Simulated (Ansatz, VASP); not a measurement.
# Ni3Pt: VASP beside Ansatz

```
Ni Pt
1.0
     3.62457    0.00000    0.00000
     0.00000    3.62457    0.00000
     0.00000    0.00000    3.62457
Ni Pt
3 1
Cartesian
  1.8123 0.0000 1.8123
  0.0000 1.8123 1.8123
  1.8123 1.8123 0.0000
  0.0000 0.0000 0.0000
```

Alike in both runs: task single point; functional LDA; k mesh 9 × 9 × 9; occupations fermi-dirac, width 0.05 eV; collinear spin; Hubbard terms Ni d U = 3.0 eV, Pt d U = 3.0 eV.

```csv
,VASP,Ansatz
version,VASP 6.6.1,Ansatz 0.2.0
potentials or method,"VASP PAW LDA potentials, release 64 (Ni_sv_GW, Pt_sv_GW)","PAW with Ansatz's default frozen-core files, scalar-relativistic"
plane-wave cutoff (eV),590,420
valence electrons in the cell,72,72
```

|  | VASP | Ansatz | Ansatz less VASP |
| --- | --- | --- | --- |
| pressure (GPa) | -14.2 | -8.8 | +5.33 |
| net moment per atom (μB) | 0.69 | 0.61 | -0.080 |
| size of the moment on the site where the two differ most (μB) | 0.88 | 0.77 | -0.108 |

LDA's correlation is that of Perdew and Zunger in VASP and of Perdew and Wang (1992) in Ansatz. Site moments also hang on the region over which each program counts them. The programs project onto different local orbitals, so the same U acts differently, and such runs can settle in different states. Ansatz's warnings: filled band counts differ across k points, stability check not made.

Neither program's run includes spin-orbit coupling.
